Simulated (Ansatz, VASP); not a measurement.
# One calculation of P, two programs

```
P
1.0
     2.69800    0.00000    0.00000
    -1.34900    2.33654    0.00000
     0.00000    0.00000    9.95395
P
4
Direct
  0.00000 0.00000 0.00000
  0.00000 0.00000 0.50000
  0.33333 0.66667 0.25000
  0.66667 0.33333 0.75000
```

Alike in both runs: task single point; functional LDA; k mesh 18 × 18 × 5; occupations fermi-dirac, width 0.1 eV; no spin polarisation.

|  | VASP | Ansatz |
| --- | --- | --- |
| version | VASP 6.6.1 | Ansatz 0.2.0 |
| potentials or method | VASP PAW LDA potentials, release 64 (P), cutoff 520 eV | plane waves (420 eV) with PAW, scalar-relativistic |
| valence electrons in the cell | 20 | 20 |

Ansatz gave:

```
pressure (GPa)                                                : -9.5
traceless stress, the component that is largest in VASP (GPa) : 1.83
```

Q: Which values does VASP return?

A: Pressure (GPa): -9.5; traceless stress, the component that is largest in VASP (GPa): 1.84.

Ansatz warns that its potentials were made for another functional, while VASP's fit it. LDA's correlation is that of Perdew and Zunger in VASP and of Perdew and Wang (1992) in Ansatz.
